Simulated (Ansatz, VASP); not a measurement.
One calculation of Ga2O3, two programs

```
CELL_PARAMETERS angstrom
1.40756 -4.69254 0.00000
1.40756 4.69254 0.00000
0.00000 0.00000 7.31415
ATOMIC_POSITIONS crystal
Ga 0.24734 0.75266 0.75000
Ga 0.75266 0.24734 0.25000
Ga 0.00000 0.00000 0.00000
Ga 0.00000 0.00000 0.50000
O 0.36367 0.63633 0.42463
O 0.63633 0.36367 0.57537
O 0.63633 0.36367 0.92463
O 0.36367 0.63633 0.07537
O 0.10797 0.89203 0.25000
O 0.89203 0.10797 0.75000
```

Alike in both runs: task single point; functional PBE; k mesh 10 × 10 × 4; occupations gaussian, width 0.05 eV; no spin polarisation.

|  | VASP | Ansatz |
| --- | --- | --- |
| version | VASP 6.6.1 | Ansatz 0.2.0 |
| potentials or method | VASP PAW PBE potentials, release 64 (Ga_d, O), cutoff 520 eV | scalar-relativistic, plane waves, PAW |
| valence electrons in the cell | 88 | 88 |

|  | VASP | Ansatz | Ansatz less VASP |
| --- | --- | --- | --- |
| gap on the k mesh at the Fermi level (eV) | 1.22 | 1.23 | +0.013 |
| least direct gap on the mesh (eV) | 1.24 | 1.26 | +0.014 |
| pressure (GPa) | 0.9 | 0.0 | -0.92 |
| traceless stress, the component that is largest in VASP (GPa) | -0.50 | 0.00 | +0.503 |
| rms of the force components (eV/Å) | 0.020 | 0.000 | -0.0197 |

Atom by atom the forces differ by 0.020 eV/Å (rms over components).
